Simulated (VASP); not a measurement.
Set up this calculation in VASP 6.6.1, as the native input.

```yaml
Task: single point
Functional: PBEsol
Potentials_or_basis: VASP PAW PBE potentials, release 64 (Ti_sv, B)
Cutoff: 520 eV
k_mesh: 20 × 20 × 20
Occupations: gaussian, width 0.1 eV
Spin: no spin polarisation
Dipole_correction: no
Further_INCAR_settings: ALGO = Normal; EDIFF = 1e-07; NBANDS = 18
```

The structure of TiB3 lies in POSCAR:

```
TiB3
1.0
   -1.5102672866      1.5102672866      3.5904334528
    1.5102672866     -1.5102672866      3.5904334528
    1.5102672866      1.5102672866     -3.5904334528
Ti B
1 3
Direct
    0.0000000000      0.0000000000      0.0000000000
    0.5000000000      0.5000000000      0.0000000000
    0.7500000000      0.2500000000      0.5000000000
    0.2500000000      0.7500000000      0.5000000000
```

These files were run (other wordings do the same):

INCAR

```
ALGO = Normal
EDIFF = 1E-7
ENCUT = 520
GGA = PS
ISIF = 2
ISMEAR = 0
LASPH = T
LCHARG = F
LREAL = F
LWAVE = F
NBANDS = 18
NELM = 100
PREC = Accurate
SIGMA = 0.1
```

KPOINTS

```
k-points
0
Gamma
  20 20 20
```

Potentials or basis: VASP PAW PBE potentials, release 64 (Ti_sv, B).

Run with:

```sh
$ cat potpaw_PBE.64/Ti_sv/POTCAR potpaw_PBE.64/B/POTCAR > POTCAR
$ mpirun -np 1 vasp_std > vasp.out
```

It gave:

The pressure is 0.0 GPa. The band gap on the k mesh is zero (an odd number of electrons rules out a gap without spin polarisation).

Caveat: the PAW data sets were made with another functional, which shifts forces and pressure a little.

It took 14 min on 1 thread of AMD EPYC 7R13, with other jobs on the host, peak memory 0.44 GiB.
